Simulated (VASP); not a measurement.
# O in VASP: further runs

O is run at these levels: PBE+D3(BJ); tasks: single point.

Everything below comes from runs of VASP 6.6.1. Logs are shortened: lines on timing, memory, paths and dates and some standing lists are left out, and cuts for length are marked.

### 1 The cell of the first run

The cell holds a disordered packing, 12 atoms: a = 6.088 Å, b = 6.088 Å, c = 6.088 Å, α = 90.00°, β = 90.00°, γ = 90.00°.

### 2 Single point, PBE+D3(BJ), collinear spin, ferromagnetic start

INCAR

```
ALGO = Normal
EDIFF = 1E-6
ENCUT = 520
GGA = PE
ISIF = 2
ISMEAR = -1
ISPIN = 2
IVDW = 12
LASPH = T
LCHARG = F
LORBIT = 11
LREAL = F
LWAVE = F
MAGMOM = 1 1 1 1 1 1 1 1 1 1 1 1
NBANDS = 52
NELM = 150
PREC = Accurate
SIGMA = 0.02
```

KPOINTS

```
k-points
0
Gamma
  1 1 1
```

POSCAR

```
O
1.0
    6.0876040000      0.0000000000      0.0000000000
    0.0000000000      6.0876040000      0.0000000000
    0.0000000000      0.0000000000      6.0876040000
O
12
Direct
    0.2735887551      0.1815821134      0.2817364599
    0.3153621688      0.1117516842      0.1040475037
    0.8179244248      0.3342858701      0.1501247453
    0.6477261004      0.4390068736      0.1488270262
    0.7871405564      0.3374233935      0.6697216179
    0.9794822396      0.3133252426      0.7136140918
    0.6019281149      0.8735785048      0.6968915849
    0.5391283664      0.7434616312      0.5601382744
    0.2312239758      0.6274882532      0.8885269147
    0.0612720538      0.7195277485      0.9296104017
    0.9990630140      0.7042508021      0.4664560967
    0.9100460542      0.8692253964      0.4054468720
```

Potentials or basis: VASP PAW PBE potentials, release 64 (O).

The run is started by

```bash
$ cat potpaw_PBE.64/O/POTCAR > POTCAR
$ mpirun -np 1 vasp_gam > vasp.out
```

OUTCAR:

```text
EDIFF = 1E-6
   ENCUT = 520
   GGA = PE
   ISIF = 2
   ISMEAR = -1
   ISPIN = 2
   IVDW = 12
   LASPH = T
   LORBIT = 11
   LREAL = F
   NELM = 150
   PREC = Accurate
 IVDW          = 12

 ion  position               nearest neighbor table
   1  0.274  0.182  0.282-   2 1.19
   2  0.315  0.112  0.104-   1 1.19
   3  0.818  0.334  0.150-   4 1.22
   4  0.648  0.439  0.149-   3 1.22
   5  0.787  0.337  0.670-   6 1.21
   6  0.979  0.313  0.714-   5 1.21
   7  0.602  0.874  0.697-   8 1.21
   8  0.539  0.743  0.560-   7 1.21
   9  0.231  0.627  0.889-  10 1.20
  10  0.061  0.720  0.930-   9 1.20
  11  0.999  0.704  0.466-  12 1.20
  12  0.910  0.869  0.405-  11 1.20

  LATTYP: Found a simple cubic cell.
 ALAT       =     6.0876040000

  Lattice vectors:

 A1 = (   6.0876040000,   0.0000000000,   0.0000000000)
 A2 = (   0.0000000000,   6.0876040000,   0.0000000000)
 A3 = (   0.0000000000,   0.0000000000,   6.0876040000)

Analysis of symmetry for initial positions (statically):
=====================================================================
 Subroutine PRICEL returns:
 Original cell was already a primitive cell.

 Routine SETGRP: Setting up the symmetry group for a
 simple cubic supercell.

 Subroutine GETGRP returns: Found  1 space group operations
 (whereof  1 operations were pure point group operations)
 out of a pool of 48 trial point group operations.

The static configuration has the point symmetry C_1 .

Analysis of symmetry for dynamics (positions and initial velocities):
=====================================================================
 Subroutine PRICEL returns:
 Original cell was already a primitive cell.

 Routine SETGRP: Setting up the symmetry group for a
 simple cubic supercell.

 Subroutine GETGRP returns: Found  1 space group operations
 (whereof  1 operations were pure point group operations)
 out of a pool of 48 trial point group operations.

The dynamic configuration has the point symmetry C_1 .

Analysis of structural, dynamic, and magnetic symmetry:
=====================================================================
 Subroutine PRICEL returns:
 Original cell was already a primitive cell.

 Routine SETGRP: Setting up the symmetry group for a
 simple cubic supercell.

 Subroutine GETGRP returns: Found  1 space group operations
 (whereof  1 operations were pure point group operations)
 out of a pool of 48 trial point group operations.

The overall configuration has the point symmetry C_1 .

 Subroutine INISYM returns: Found  1 space group operations
 (whereof  1 operations are pure point group operations),
 and found     1 'primitive' translations

----------------------------------------------------------------------------------------

                                     Primitive cell

  volume of cell :     225.6000

  direct lattice vectors                    reciprocal lattice vectors
     6.087604000  0.000000000  0.000000000     0.164268241  0.000000000  0.000000000
     0.000000000  6.087604000  0.000000000     0.000000000  0.164268241  0.000000000
     0.000000000  0.000000000  6.087604000     0.000000000  0.000000000  0.164268241

  length of vectors
     6.087604000  6.087604000  6.087604000     0.164268241  0.164268241  0.164268241

  position of ions in fractional coordinates (direct lattice)
     0.273588755  0.181582113  0.281736460
     0.315362169  0.111751684  0.104047504
     0.817924425  0.334285870  0.150124745
     0.647726100  0.439006874  0.148827026
     0.787140556  0.337423394  0.669721618
     0.979482240  0.313325243  0.713614092
     0.601928115  0.873578505  0.696891585
     0.539128366  0.743461631  0.560138274
     0.231223976  0.627488253  0.888526915
     0.061272054  0.719527748  0.929610402
     0.999063014  0.704250802  0.466456097
     0.910046054  0.869225396  0.405446872

  ion indices of the primitive-cell ions
   primitive index   ion index
                 1           1
                 2           2
                 3           3
                 4           4
                 5           5
                 6           6
                 7           7
                 8           8
                 9           9
                10          10
                11          11
                12          12

----------------------------------------------------------------------------------------

 KPOINTS: k-points

Automatic generation of k-mesh.
 Grid dimensions read from file:
 generate k-points for:    1    1    1

 Generating k-lattice:

  Cartesian coordinates                     Fractional coordinates (reciprocal lattice)
     0.164268241  0.000000000  0.000000000     1.000000000  0.000000000  0.000000000
     0.000000000  0.164268241  0.000000000     0.000000000  1.000000000  0.000000000
     0.000000000  0.000000000  0.164268241     0.000000000  0.000000000  1.000000000

  Length of vectors
     0.164268241  0.164268241  0.164268241

  Shift w.r.t. Gamma in fractional coordinates (k-lattice)
     0.000000000  0.000000000  0.000000000

 Subroutine IBZKPT returns following result:
 ===========================================

 Found      1 irreducible k-points:

 Following reciprocal coordinates:
            Coordinates               Weight
  0.000000  0.000000  0.000000      1.000000
   k-points           NKPTS =      1   k-points in BZ     NKDIM =      1   number of bands    NBANDS=     52
   number of dos      NEDOS =    301   number of ions     NIONS =     12
   total plane-waves  NPLWV = 110592
   dimension x,y,z NGX =    48 NGY =   48 NGZ =   48
   dimension x,y,z NGXF=    96 NGYF=   96 NGZF=   96
   ions per type =              12
   NGX,Y,Z   is equivalent  to a cutoff of  13.11, 13.11, 13.11 a.u.
   NGXF,Y,Z  is equivalent  to a cutoff of  26.22, 26.22, 26.22 a.u.
 SYSTEM =  unknown system
   PREC   = accura    normal or accurate (medium, high low for compatibility)
   ISTART =      0    job   : 0-new  1-cont  2-samecut
   ICHARG =      2    charge: 1-file 2-atom 10-const
   ISPIN  =      2    spin polarized calculation?
   LNONCOLLINEAR =      F non collinear calculations
   LSORBIT =      F    spin-orbit coupling
   LASPH  =      T    aspherical Exc in radial PAW
   ENCUT  =  520.0 eV  38.22 Ry    6.18 a.u.  11.32 11.32 11.32*2*pi/ulx,y,z
   NELM   =    150;   NELMIN=  2; NELMDL= -5     # of ELM steps
   EDIFF  = 0.1E-05   stopping-criterion for ELM
   LREAL  =      F    real-space projection
[... 7 lines left out ...]
   TEBEG  =    0.0;   TEEND  =   0.0 temperature during run
   PSTRESS=    0.0 pullay stress
   NELECT =      72.0000    total number of electrons
   NUPDOWN=      -1.0000    fix difference up-down
   EMIN   =  10.00;   EMAX   =-10.00  energy-range for DOS
   EFERMI =   0.00;   METHOD = LEGACY
   ISMEAR =    -1;   SIGMA  =   0.02  broadening in eV -4-tet -1-fermi 0-gaus
   EFERMI_NEDOS =   21; number of points for ismear=-14 and -15
   IALGO  =     38    algorithm
   IMIX   =      4    mixing-type and parameters
     AMIX     =   0.40;   BMIX     =  1.00
     AMIX_MAG =   1.60;   BMIX_MAG =  1.00
  volume/ion in A,a.u.               =      18.80       126.87
  Fermi-wavevector in a.u.,A,eV,Ry     =   1.118766  2.114161 17.029561  1.251637
  Thomas-Fermi vector in A             =   2.255400
   LORBIT       =     11    0 simple, 1 ext, 2 COOP (PROOUT), +10 PAW based schemes
   GGA     = PE    functional components
   LHFCALC =     F    Hartree Fock is set to
   AEXX    =    0.0000 exact exchange contribution
   IVDW    =    12    specifies the selected vdW correction
   LEPSILON=     F    determine dielectric tensor
   LRPA    =     F    only Hartree local field effects (RPA)
 spin polarized calculation
  energy-cutoff  :      520.00
  volume of cell :      225.60
 maximum number of plane-waves:      3022
 NGX is ok and might be reduce to    48
   NGX = 23   NGY = 23   NGZ = 23

 number of electron      72.0000002 magnetization      11.9999999

 Free energy of the ion-electron system (eV)
  ---------------------------------------------------
  ext. energy  EPLUGINS =         0.00000000
  ---------------------------------------------------
  free energy    TOTEN  =       -58.67158557 eV

  energy without entropy =      -58.67158557  energy(sigma->0) =      -58.67158557

 E-fermi :  -2.0494     XC(G=0):  -6.9369

 val. band max:       -2.6441144368   @ k =   0.0000   0.0000   0.0000
 cond. band min:      -1.0189776418   @ k =   0.0000   0.0000   0.0000
 fundamental gap:      1.6251367950
 Fermi energy:        -2.0494065791

 spin component 1

 k-point     1 :       0.0000    0.0000    0.0000
  band No.  band energies     occupation
      1     -29.6276      1.00000
      2     -29.4886      1.00000
      3     -29.3378      1.00000
      4     -29.1609      1.00000
      5     -29.1241      1.00000
      6     -29.0388      1.00000
[... 40 lines left out ...]
     47       6.4088      0.00000
     48       6.9781      0.00000
 Fermi energy:        -2.0494065791

 spin component 2

 k-point     1 :       0.0000    0.0000    0.0000
  band No.  band energies     occupation
      1     -28.4434      1.00000
      2     -28.2984      1.00000
      3     -28.1429      1.00000
      4     -27.9609      1.00000
      5     -27.9230      1.00000
      6     -27.8359      1.00000
[... 40 lines left out ...]
     47       7.0816      0.00000
     48       7.6538      0.00000
 [bands above 48 left out]

------------------------ aborting loop because EDIFF is reached ----------------------------------------

 Edisp (eV)   -0.50103

 E8    (eV) :    -0.1191

  FORCE on cell =-STRESS in cart. coord.  units (eV):
  Direction    XX          YY          ZZ          XY          YZ          ZX
  --------------------------------------------------------------------------------------
  -------------------------------------------------------------------------------------
  Total       8.18641     5.63926     6.84368    -2.20799     1.64732    -0.86982
  in kB      58.13864    40.04918    48.60281   -15.68078    11.69899    -6.17731
  external pressure =       48.93 kB  Pullay stress =        0.00 kB

 VOLUME and BASIS-vectors are now :
 -----------------------------------------------------------------------------
  energy-cutoff  :      520.00
  volume of cell :      225.60
      direct lattice vectors                 reciprocal lattice vectors
     6.087604000  0.000000000  0.000000000     0.164268241  0.000000000  0.000000000
     0.000000000  6.087604000  0.000000000     0.000000000  0.164268241  0.000000000
     0.000000000  0.000000000  6.087604000     0.000000000  0.000000000  0.164268241

 POSITION                                       TOTAL-FORCE (eV/Angst)
 -----------------------------------------------------------------------------------
      1.66550      1.10540      1.71510        -0.784421      1.298122      3.353036
      1.91980      0.68030      0.63340         0.772874     -1.356042     -3.317870
      4.97920      2.03500      0.91390         0.906205     -0.662232      0.123866
      3.94310      2.67250      0.90600        -0.939955      0.750288      0.001528
      4.79180      2.05410      4.07700        -1.698885      0.080939     -0.428034
      5.96270      1.90740      4.34420         1.631636     -0.490314      0.232864
      3.66430      5.31800      4.24240         0.269220      1.060800      1.310925
      3.28200      4.52590      3.40990        -0.792914     -1.032435     -1.042004
      1.40760      3.81990      5.40900         2.080064     -1.005120     -0.272174
      0.37300      4.38020      5.65910        -1.974054      1.151718      0.578637
      6.08190      4.28720      2.83960         1.319594     -2.053531      0.585170
      5.54000      5.29150      2.46820        -0.789364      2.257807     -1.125944
 -----------------------------------------------------------------------------------
    total drift:                                0.000220     -0.001187     -0.000787

  FREE ENERGIE OF THE ION-ELECTRON SYSTEM (eV)
  ---------------------------------------------------
  free  energy   TOTEN  =       -59.1726110548 eV

  energy  without entropy=      -59.1726110548  energy(sigma->0) =      -59.17261105

 total charge

# of ion       s       p       d       tot
------------------------------------------
    1        1.614   3.344   0.000   4.958
    2        1.614   3.344   0.000   4.958
    3        1.612   3.306   0.000   4.918
    4        1.613   3.304   0.000   4.917
    5        1.612   3.316   0.000   4.928
    6        1.614   3.315   0.000   4.929
    7        1.613   3.313   0.000   4.926
    8        1.613   3.313   0.000   4.926
    9        1.614   3.324   0.000   4.938
   10        1.612   3.328   0.000   4.940
   11        1.613   3.335   0.000   4.948
   12        1.614   3.332   0.000   4.946
--------------------------------------------------
tot         19.358  39.873   0.000  59.232

 magnetization (x)

# of ion       s       p       d       tot
------------------------------------------
    1        0.010   0.795   0.000   0.805
    2        0.010   0.794   0.000   0.804
    3        0.011   0.798   0.000   0.809
    4        0.010   0.798   0.000   0.808
    5        0.011   0.799   0.000   0.810
    6        0.011   0.799   0.000   0.810
    7        0.010   0.796   0.000   0.806
    8        0.011   0.801   0.000   0.812
    9        0.010   0.801   0.000   0.812
   10        0.011   0.793   0.000   0.804
   11        0.010   0.791   0.000   0.801
   12        0.010   0.802   0.000   0.812
--------------------------------------------------
tot          0.126   9.568   0.000   9.694
```

Wall time 25 s (1 thread of Intel Xeon Platinum 8488C (Sapphire Rapids), shared host); peak memory 0.37 GiB.

What came out:

| Quantity | Value |
| --- | --- |
| Free energy | -59.1726 eV |
| Pressure | 4.9 GPa |
| Largest force | 3.680 eV/Å |
| Net moment | 12.00 μB per cell |
| Site moments | O +0.81, +0.80 (each value once) μB |
| Valence electrons inside the program's atomic spheres | O 4.96, 4.92, 4.93, 4.94, 4.95 (each value once) |
| Dispersion energy per atom | -0.042 eV |

Forces in eV/Å, atoms in the order of the input:
```
O   -0.784  1.298  3.353
O    0.773 -1.356 -3.318
O    0.906 -0.662  0.124
O   -0.940  0.750  0.002
O   -1.699  0.081 -0.428
O    1.632 -0.490  0.233
O    0.269  1.061  1.311
O   -0.793 -1.032 -1.042
O    2.080 -1.005 -0.272
O   -1.974  1.152  0.579
O    1.320 -2.054  0.585
O   -0.789  2.258 -1.126
```

Caveat: the k points lie up to 1.03 Å⁻¹ apart, too coarse for converged energies, forces and pressures; the standard files for N, O and F lose accuracy on very short bonds; the atoms stand as in a frame of molecular dynamics.

[end of part 1 of 2]
